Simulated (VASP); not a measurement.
Input of a VASP 6.6.1 run:

Contents of INCAR:

```
ALGO = Normal
EDIFF = 1E-6
ENCUT = 520
GGA = PE
ISIF = 2
ISMEAR = 0
LASPH = T
LCHARG = T
LELF = T
LREAL = F
LVHAR = T
LWAVE = F
NBANDS = 12
NELM = 80
PREC = Accurate
SIGMA = 0.1
```

The input KPOINTS:

```
k-points
0
Gamma
  20 20 20
```

File POSCAR:

```
Cu
1.0
    0.0000000000      1.8147320508      1.8147320508
    1.8147320508      0.0000000000      1.8147320508
    1.8147320508      1.8147320508      0.0000000000
Cu
1
Direct
    0.0000000000      0.0000000000      0.0000000000
```

Potentials or basis: VASP PAW PBE potentials, release 64 (Cu).

Launch:

```console
$ cat potpaw_PBE.64/Cu/POTCAR > POTCAR
$ mpirun -np 1 vasp_std > vasp.out
```

(1) Estimate the pressure.

Answers

(1) 0.6 GPa.
